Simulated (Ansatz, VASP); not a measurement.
## Br in VASP and in Ansatz

```
CELL_PARAMETERS angstrom
3.36325 -2.32255 0.00000
3.36325 2.32255 0.00000
0.00000 0.00000 8.70230
ATOMIC_POSITIONS crystal
Br 0.36510 0.63490 0.39010
Br 0.13490 0.86510 0.89010
Br 0.63490 0.36510 0.60990
Br 0.86510 0.13490 0.10990
```

Alike in both runs: functional revPBE; k mesh 4 × 4 × 2; occupations fermi-dirac, width 0.05 eV; no spin polarisation.

|  | VASP | Ansatz |
| --- | --- | --- |
| version | VASP 6.6.1 | Ansatz 0.2.0 |
| potentials or method | VASP PAW PBE potentials, release 64 (Br) | Ansatz PAW |
| plane-wave cutoff (eV) | 520 | 420 |
| valence electrons in the cell | 28 | 28 |
| task | single point | band structure |

|  | VASP | Ansatz | Ansatz less VASP |
| --- | --- | --- | --- |
| gap on the k mesh at the Fermi level (eV) | 1.93 | 1.93 | -0.003 |
| least direct gap on the mesh (eV) | 1.98 | 1.98 | -0.003 |
| pressure (GPa) | 3.1 | 3.1 | -0.02 |
| traceless stress, the component that is largest in VASP (GPa) | 1.20 | 1.19 | -0.014 |
| rms of the force components (eV/Å) | 0.492 | 0.488 | -0.0044 |

VASP's potentials were made for PBE, not for revPBE. Atom by atom the forces differ by 0.004 eV/Å (rms over components).
